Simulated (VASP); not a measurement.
Here is a VASP 6.6.1 calculation.

INCAR

```
SYSTEM = SiSnGe2
ALGO     = Normal         ! electronic algorithm
EDIFF    = 1E-7           ! SCF threshold, eV
ENCUT    = 520            ! plane-wave cutoff, eV
GGA      = PE             ! functional
ISIF     = 2              ! what is computed and relaxed
ISMEAR   = -1             ! smearing method
LASPH    = .True.         ! aspherical terms in the spheres
LCHARG   = .True.         ! write CHGCAR
LELF     = .True.         ! ELF
LREAL    = .False.        ! projectors in reciprocal space
LVHAR    = .True.       
LWAVE    = .False.        ! write WAVECAR
NBANDS   = 31             ! bands
NELM     = 60             ! most SCF steps
PREC     = Accurate       ! precision mode
SIGMA    = 0.15           ! smearing width, eV
```

File KPOINTS:

```
k-points
0
Gamma
  10 10 8
  0 0 0
```

The input POSCAR:

```
SiSnGe2
1.0
    4.0578652287      0.0000000000      0.0000000000
    0.0000000000      4.0578652287      0.0000000000
    0.0000000000      0.0000000000      5.7950339645
Si Sn Ge
1 1 2
Direct
    0.0000000000      0.0000000000      0.0000000000
    0.5000000000      0.5000000000      0.5000000000
    0.5000000000      0.0000000000      0.7759061627
    0.0000000000      0.5000000000      0.2240938373
```

Potentials or basis: VASP PAW PBE potentials, release 64 (Si, Sn_d, Ge_d).

Launch:

```sh
$ cat potpaw_PBE.64/Si/POTCAR potpaw_PBE.64/Sn_d/POTCAR potpaw_PBE.64/Ge_d/POTCAR > POTCAR
$ mpirun -np 1 vasp_std > vasp.out
```

Question: What does it give for the pressure?

Answer: 4.9 GPa.

Question: Estimate the band gap on the k mesh.

Answer: 0.12 eV (least direct gap 0.20 eV).

Question: What does it give for the largest force?

Answer: 0.004 eV/Å.

Forces in eV/Å, atoms in the order of the input:
```
Si   0.000  0.000  0.000
Sn   0.000  0.000  0.000
Ge   0.000  0.000  0.004
Ge   0.000  0.000 -0.004
```

Caveat: the cell stands under pressure; spin-orbit coupling is left out, which moves the levels of the heavy elements. A k mesh can miss the band edges.
